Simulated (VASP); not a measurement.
# Ir in VASP: single point with PBE+D3(BJ)

Aim: the single point of Ir with PBE+D3(BJ).

Program: VASP 6.6.1. These are calculated values, not measurements. Logs are shortened: lines on timing, memory, paths and dates and some standing lists are left out, and cuts for length are marked.

**1. The cell of the first run**

The cell holds a slab with vacuum, 12 atoms: a = 5.431 Å, b = 5.431 Å, c = 23.041 Å, α = 90.00°, β = 90.00°, γ = 120.00°.

**2. Single point, PBE+D3(BJ)**

File INCAR:

```
PREC = Accurate ; ENCUT = 520
EDIFF = 1E-6 ; ISMEAR = 0
SIGMA = 0.1 ; LREAL = F
LASPH = T ; NELM = 60
ALGO = Normal ; ISIF = 2
LWAVE = F ; LCHARG = T
LDIPOL = T ; IDIPOL = 3
DIPOL = 0.5 0.5 0.442 ; GGA = PE
IVDW = 12 ; LELF = T
LVHAR = T ; LVACPOTAV = T
NBANDS = 66
```

File KPOINTS:

```
Automatic mesh
0
Gamma
  4 4 1
```

File POSCAR:

```
Ir
1.0
    5.4313155574      0.0000000000      0.0000000000
   -2.7156577787      4.7036572487      0.0000000000
    0.0000000000      0.0000000000     23.0408505826
Ir
12
Direct
    0.3333333333      0.1666666667      0.3472094041
    0.3333333333      0.6666666667      0.3472094041
    0.8333333333      0.1666666667      0.3472094041
    0.8333333333      0.6666666667      0.3472094041
    0.6667753663      0.3334662488      0.4421074284
    0.6673382767      0.8338216218      0.4414950495
    0.1659679173      0.3326067212      0.4415475706
    0.1658395355      0.8344896305      0.4415556224
   -0.0008195262      0.4996334907      0.5356151383
    0.0017072489     -0.0008425568      0.5376883213
    0.5004122738      0.4996957443      0.5357142662
    0.5002104635      0.0007842342      0.5355164515
```

Potentials or basis: VASP PAW PBE potentials, release 64 (Ir).

Command:

```sh
cat potpaw_PBE.64/Ir/POTCAR > POTCAR
mpirun -np 1 vasp_std > vasp.out
```

OUTCAR:

```text
PREC = Accurate
   ENCUT = 520
   EDIFF = 1E-6
   ISMEAR = 0
   LREAL = F
   LASPH = T
   NELM = 60
   ISIF = 2
   GGA = PE
   IVDW = 12
 IVDW          = 12

 ion  position               nearest neighbor table
   1  0.333  0.167  0.347-   8 2.68   7 2.68   5 2.69   3 2.72   3 2.72   2 2.72   2 2.72   4 2.72
                             4 2.72
   2  0.333  0.667  0.347-   6 2.68   7 2.68   8 2.69   4 2.72   4 2.72   3 2.72   1 2.72   1 2.72
                             3 2.72
   3  0.833  0.167  0.347-   6 2.68   7 2.68   5 2.69   1 2.72   1 2.72   2 2.72   4 2.72   4 2.72
                             2 2.72
   4  0.833  0.667  0.347-   8 2.68   6 2.68   5 2.69   2 2.72   2 2.72   1 2.72   3 2.72   3 2.72
                             1 2.72
   5  0.667  0.333  0.442-  12 2.66   9 2.66  11 2.66   4 2.69   3 2.69   1 2.69   7 2.71   6 2.72
                             8 2.72   8 2.72   6 2.72   7 2.72
   6  0.667  0.834  0.441-  12 2.68   3 2.68   4 2.68  11 2.68   2 2.68   8 2.71   7 2.71   5 2.72
                             5 2.72  10 2.72   7 2.72   8 2.73
   7  0.166  0.333  0.442-   9 2.68   3 2.68  11 2.68   1 2.68   2 2.68   8 2.71   6 2.71   5 2.71
                            10 2.71   5 2.72   6 2.72   8 2.73
   8  0.166  0.834  0.442-  12 2.68   1 2.68   4 2.68   9 2.68   2 2.69  10 2.70   7 2.71   6 2.71
                             5 2.72   5 2.72   6 2.73   7 2.73
   9  0.999  0.500  0.536-   5 2.66   7 2.68   8 2.68  10 2.71  11 2.71  12 2.71  12 2.72  11 2.72
                            10 2.73
  10  0.002  0.999  0.538-   8 2.70  12 2.70   9 2.71  11 2.71   7 2.71   6 2.72  11 2.72   9 2.73
                            12 2.73
  11  0.500  0.500  0.536-   5 2.66   7 2.68   6 2.68   9 2.71  12 2.71  10 2.71  10 2.72  12 2.72
                             9 2.72
  12  0.500  0.001  0.536-   5 2.66   8 2.68   6 2.68  10 2.70  11 2.71   9 2.71   9 2.72  11 2.72
                            10 2.73

  LATTYP: Found a hexagonal cell.
 ALAT       =     5.4313155574
 C/A-ratio  =     4.2422227799

  Lattice vectors:

 A1 = (   5.4313155574,   0.0000000000,   0.0000000000)
 A2 = (  -2.7156577787,   4.7036572487,   0.0000000000)
 A3 = (   0.0000000000,   0.0000000000,  23.0408505826)

Analysis of symmetry for initial positions (statically):
=====================================================================
 Subroutine PRICEL returns:
 Original cell was already a primitive cell.

 Routine SETGRP: Setting up the symmetry group for a
 hexagonal supercell.

 Subroutine GETGRP returns: Found  1 space group operations
 (whereof  1 operations were pure point group operations)
 out of a pool of 24 trial point group operations.

The static configuration has the point symmetry C_1 .

Analysis of symmetry for dynamics (positions and initial velocities):
=====================================================================
 Subroutine PRICEL returns:
 Original cell was already a primitive cell.

 Routine SETGRP: Setting up the symmetry group for a
 hexagonal supercell.

 Subroutine GETGRP returns: Found  1 space group operations
 (whereof  1 operations were pure point group operations)
 out of a pool of 24 trial point group operations.

The dynamic configuration has the point symmetry C_1 .

 Subroutine INISYM returns: Found  1 space group operations
 (whereof  1 operations are pure point group operations),
 and found     1 'primitive' translations

----------------------------------------------------------------------------------------

                                     Primitive cell

  volume of cell :     588.6257

  direct lattice vectors                    reciprocal lattice vectors
     5.431315557  0.000000000  0.000000000     0.184117455  0.106300262  0.000000000
    -2.715657779  4.703657249  0.000000000     0.000000000  0.212600525  0.000000000
     0.000000000  0.000000000 23.040850583     0.000000000  0.000000000  0.043401176

  length of vectors
     5.431315557  5.431315557 23.040850583     0.212600525  0.212600525  0.043401176

  position of ions in fractional coordinates (direct lattice)
     0.333333333  0.166666667  0.347209404
     0.333333333  0.666666667  0.347209404
     0.833333333  0.166666667  0.347209404
     0.833333333  0.666666667  0.347209404
     0.666775366  0.333466249  0.442107428
     0.667338277  0.833821622  0.441495049
     0.165967917  0.332606721  0.441547571
     0.165839535  0.834489631  0.441555622
[... 38 lines left out ...]
  Shift w.r.t. Gamma in fractional coordinates (k-lattice)
     0.000000000  0.000000000  0.000000000

 Subroutine IBZKPT returns following result:
 ===========================================

 Found     10 irreducible k-points:

 Following reciprocal coordinates:
            Coordinates               Weight
  0.000000  0.000000  0.000000      1.000000
  0.250000  0.000000  0.000000      2.000000
  0.000000  0.250000  0.000000      2.000000
 -0.250000  0.250000  0.000000      2.000000
  0.500000  0.000000  0.000000      1.000000
  0.000000  0.500000  0.000000      1.000000
  0.500000  0.500000  0.000000      1.000000
  0.250000  0.250000  0.000000      2.000000
 -0.250000  0.500000  0.000000      2.000000
  0.500000  0.250000  0.000000      2.000000
   k-points           NKPTS =     10   k-points in BZ     NKDIM =     10   number of bands    NBANDS=     66
   number of dos      NEDOS =    301   number of ions     NIONS =     12
   total plane-waves  NPLWV = 288000
   dimension x,y,z NGX =    40 NGY =   40 NGZ =  180
   dimension x,y,z NGXF=    80 NGYF=   80 NGZF=  360
   ions per type =              12
   NGX,Y,Z   is equivalent  to a cutoff of  12.24, 12.24, 12.99 a.u.
   NGXF,Y,Z  is equivalent  to a cutoff of  24.49, 24.49, 25.97 a.u.
 SYSTEM =  unknown system
   PREC   = accura    normal or accurate (medium, high low for compatibility)
   ISTART =      0    job   : 0-new  1-cont  2-samecut
   ICHARG =      2    charge: 1-file 2-atom 10-const
   ISPIN  =      1    spin polarized calculation?
   LNONCOLLINEAR =      F non collinear calculations
   LSORBIT =      F    spin-orbit coupling
   LASPH  =      T    aspherical Exc in radial PAW
   ENCUT  =  520.0 eV  38.22 Ry    6.18 a.u.  10.10 10.10 42.84*2*pi/ulx,y,z
   NELM   =     60;   NELMIN=  2; NELMDL= -5     # of ELM steps
   EDIFF  = 0.1E-05   stopping-criterion for ELM
   LREAL  =      F    real-space projection
   EDIFFG = 0.1E-04   stopping-criterion for IOM
   NSW    =      0    number of steps for IOM
   IBRION =     -1    ionic relax: 0-MD 1-quasi-New 2-CG
   NFREE  =      0    steps in history (QN), initial steepest desc. (CG)
   ISIF   =      2    stress and relaxation
   ISYM   =      2    0-nonsym 1-usesym 2-fastsym
   POTIM  = 0.5000    time-step for ionic-motion
   TEBEG  =    0.0;   TEEND  =   0.0 temperature during run
   PSTRESS=    0.0 pullay stress
   NELECT =     108.0000    total number of electrons
   NUPDOWN=      -1.0000    fix difference up-down
   EMIN   =  10.00;   EMAX   =-10.00  energy-range for DOS
   EFERMI =   0.00;   METHOD = LEGACY
   ISMEAR =     0;   SIGMA  =   0.10  broadening in eV -4-tet -1-fermi 0-gaus
   EFERMI_NEDOS =   21; number of points for ismear=-14 and -15
   IALGO  =     38    algorithm
   IMIX   =      4    mixing-type and parameters
     AMIX     =   0.40;   BMIX     =  1.00
     AMIX_MAG =   1.60;   BMIX_MAG =  1.00
  volume/ion in A,a.u.               =      49.05       331.02
  Fermi-wavevector in a.u.,A,eV,Ry     =   0.930257  1.757931 11.774187  0.865378
  Thomas-Fermi vector in A             =   2.056626
   LORBIT       =      0    0 simple, 1 ext, 2 COOP (PROOUT), +10 PAW based schemes
   GGA     = PE    functional components
   LHFCALC =     F    Hartree Fock is set to
   AEXX    =    0.0000 exact exchange contribution
   IVDW    =    12    specifies the selected vdW correction
   LEPSILON=     F    determine dielectric tensor
   LRPA    =     F    only Hartree local field effects (RPA)
 non-spin polarized calculation
 Gauss-broadening in eV      SIGMA  =   0.10
  energy-cutoff  :      520.00
  volume of cell :      588.63
 maximum number of plane-waves:     15871
   NGX = 21   NGY = 21   NGZ = 85

 dipolmoment           0.000000      0.000000      0.000001 electrons x Angstroem

 number of electron     108.0000001 magnetization

 dipolmoment           0.000000      0.000000     -0.000083 electrons x Angstroem

 Free energy of the ion-electron system (eV)
  ---------------------------------------------------
  ext. energy  EPLUGINS =         0.00000000
  ---------------------------------------------------
  free energy    TOTEN  =       -98.90990307 eV

  energy without entropy =      -98.79736123  energy(sigma->0) =      -98.85363215

 E-fermi :  -0.7809     XC(G=0):  -4.8898

 val. band max:       -0.7874593556   @ k =   0.0000   0.2500   0.0000
 cond. band min:      -0.7644451567   @ k =   0.0000   0.2500   0.0000
 fundamental gap:      0.0230141989
 Fermi energy:        -0.7808902107

 k-point     1 :       0.0000    0.0000    0.0000
  band No.  band energies     occupation
      1     -11.0422      2.00000
      2      -9.0049      2.00000
      3      -8.6336      2.00000
      4      -8.3114      2.00000
      5      -8.3095      2.00000
      6      -8.3042      2.00000
[... 679 lines left out ...]
     65       0.0414      0.00000
     66       0.0650      0.00000

------------------------ aborting loop because EDIFF is reached ----------------------------------------

 Edisp (eV)   -5.80209

 E8    (eV) :    -2.8352

  FORCE on cell =-STRESS in cart. coord.  units (eV):
  Direction    XX          YY          ZZ          XY          YZ          ZX
  --------------------------------------------------------------------------------------
  -------------------------------------------------------------------------------------
  Total     -11.78061   -11.79225     0.22570    -0.01141     0.02192    -0.06142
  in kB     -32.06557   -32.09726     0.61433    -0.03104     0.05968    -0.16718
  external pressure =      -21.18 kB  Pullay stress =        0.00 kB

 VOLUME and BASIS-vectors are now :
 -----------------------------------------------------------------------------
  energy-cutoff  :      520.00
  volume of cell :      588.63
      direct lattice vectors                 reciprocal lattice vectors
     5.431315557  0.000000000  0.000000000     0.184117455  0.106300262  0.000000000
    -2.715657779  4.703657249  0.000000000     0.000000000  0.212600525  0.000000000
     0.000000000  0.000000000 23.040850583     0.000000000  0.000000000  0.043401176

 POSITION                                       TOTAL-FORCE (eV/Angst)
 -----------------------------------------------------------------------------------
      1.35783      0.78394      8.00000        -0.006916      0.006349     -0.038467
     -0.00000      3.13577      8.00000        -0.009761      0.002253      0.040082
      4.07349      0.78394      8.00000        -0.000543      0.003609     -0.025410
      2.71566      3.13577      8.00000        -0.004414      0.002920     -0.040822
      2.71589      1.56851     10.18653        -0.006004      0.001513     -0.203579
      1.36015      3.92201     10.17242        -0.053819     -0.037156      0.073648
     -0.00182      1.56447     10.17363         0.017398      0.074191      0.058075
     -1.36546      3.92515     10.17382         0.111108     -0.077835      0.026792
      4.07003      2.35010     12.34103         0.077220      0.002570      0.165658
     -2.70410      4.69969     12.38880        -0.127988      0.044071     -0.392106
      1.36089      2.35040     12.34331        -0.054273      0.043723      0.140703
      2.71467      0.00369     12.33875         0.057993     -0.066208      0.195427
 -----------------------------------------------------------------------------------
    total drift:                                0.000095     -0.000048     -0.000175

  FREE ENERGIE OF THE ION-ELECTRON SYSTEM (eV)
  ---------------------------------------------------
  free  energy   TOTEN  =      -104.7119926406 eV

  energy  without entropy=     -104.5994508067  energy(sigma->0) =     -104.65572172

 vacuum level on the upper side and lower side of the slab         4.529         4.530
```

It took 29 min on 1 thread of Intel Xeon 8259CL, shared host; peak memory 0.75 GiB.

Results:

```yaml
Free_energy: -104.7120 eV
Largest_force: 0.415 eV/Å
Band_gap_on_the_k_mesh: zero (bands 54 and 55 overlap by 1.16 eV)
Dispersion_energy_per_atom: -0.484 eV
```

Forces in eV/Å, atoms in the order of the input:
```
Ir  -0.007  0.006 -0.038
Ir  -0.010  0.002  0.040
Ir  -0.001  0.004 -0.025
Ir  -0.004  0.003 -0.041
Ir  -0.006  0.002 -0.204
Ir  -0.054 -0.037  0.074
Ir   0.017  0.074  0.058
Ir   0.111 -0.078  0.027
Ir   0.077  0.003  0.166
Ir  -0.128  0.044 -0.392
Ir  -0.054  0.044  0.141
Ir   0.058 -0.066  0.195
```

Levels at points of the mesh, in eV from the Fermi level:
```
           k point  band 52  band 53  band 54  band 55  band 56  band 57
(0.00, 0.00, 0.00)     0.47     0.50     0.66     0.67     0.92     0.93
(0.50, 0.00, 0.00)    -0.97    -0.52    -0.50    -0.49    -0.47    -0.36
(0.00, 0.50, 0.00)    -0.97    -0.52    -0.50    -0.49    -0.47    -0.36
(0.50, 0.50, 0.00)    -0.96    -0.52    -0.50    -0.50    -0.47    -0.36
```

Caveat: spin-orbit coupling is left out, which moves the levels of the heavy elements.

The gap in the log of VASP goes by the Fermi energy; the results here count the filled bands.